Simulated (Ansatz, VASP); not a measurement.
## One calculation of P, two programs

The input INCAR:

```
ALGO     = Normal         # electronic algorithm
EDIFF    = 1E-6           # SCF threshold, eV
ENCUT    = 520            # plane-wave cutoff, eV
GGA      = PE             # functional
ISIF     = 2              # what is computed and relaxed
ISMEAR   = -1             # smearing method
LASPH    = T              # aspherical terms in the spheres
LCHARG   = T              # write CHGCAR
LELF     = T              # ELF
LREAL    = F              # projectors in reciprocal space
LVHAR    = T            
LWAVE    = F              # write WAVECAR
NBANDS   = 14             # bands
NELM     = 60             # most SCF steps
PREC     = Accurate       # precision mode
SIGMA    = 0.1            # smearing width, eV
```

File KPOINTS:

```
k-points
0
Gamma
  9 9 14
```

Contents of POSCAR:

```
P
1.0
    4.5716944605      0.0000000000      0.0000000000
   -2.2858472303      3.9592035411      0.0000000000
    0.0000000000      0.0000000000      2.5770790024
P
3
Direct
    0.0000000000      0.0000000000      0.0000000000
    0.3333333333      0.6666666667      0.5000000000
    0.6666666667      0.3333333333      0.5000000000
```

Input for Ansatz:

```yaml
crystal:
  lattice:
    - [4.5716944605, 0.0, 0.0]
    - [-2.2858472303, 3.9592035411, 0.0]
    - [0.0, 0.0, 2.5770790024]
  atoms:
    - { symbol: P, position: [0.0, 0.0, 0.0] }
    - { symbol: P, position: [0.3333333333, 0.6666666667, 0.5] }
    - { symbol: P, position: [0.6666666667, 0.3333333333, 0.5] }
hamiltonian:
  xc: pbe
  pseudopotentials:
    kind: paw
    azcp:
      P: "pseudopotentials/P.paw.azcp"
basis:
  ecutwfc: 420
  fft_grid_basis: typed
kpoints:
  mp_grid: { grid: [9, 9, 14], shift: [0, 0, 0] }
magnetization:
  spin_polarized: false
scf:
  occupations: { method: fermi_dirac, width: 0.1 }
  lower_state_search: "off"
output:
  stress: true
```

Alike in both runs: task single point; functional PBE; k mesh 9 × 9 × 14; occupations fermi-dirac, width 0.1 eV; no spin polarisation.

|  | VASP | Ansatz |
| --- | --- | --- |
| version | VASP 6.6.1 | Ansatz 0.2.0 |
| potentials or method | VASP PAW PBE potentials, release 64 (P), cutoff 520 eV | plane waves (420 eV) with PAW, scalar-relativistic |
| valence electrons in the cell | 15 | 15 |

Ansatz gave:

* pressure (GPa): -6.4
* traceless stress, the component that is largest in VASP (GPa): -1.52

Estimate VASP's values.

pressure (GPa): -6.5; traceless stress, the component that is largest in VASP (GPa): -1.55.

The functional is the same, so the differences come from potentials, cutoffs and numerics.
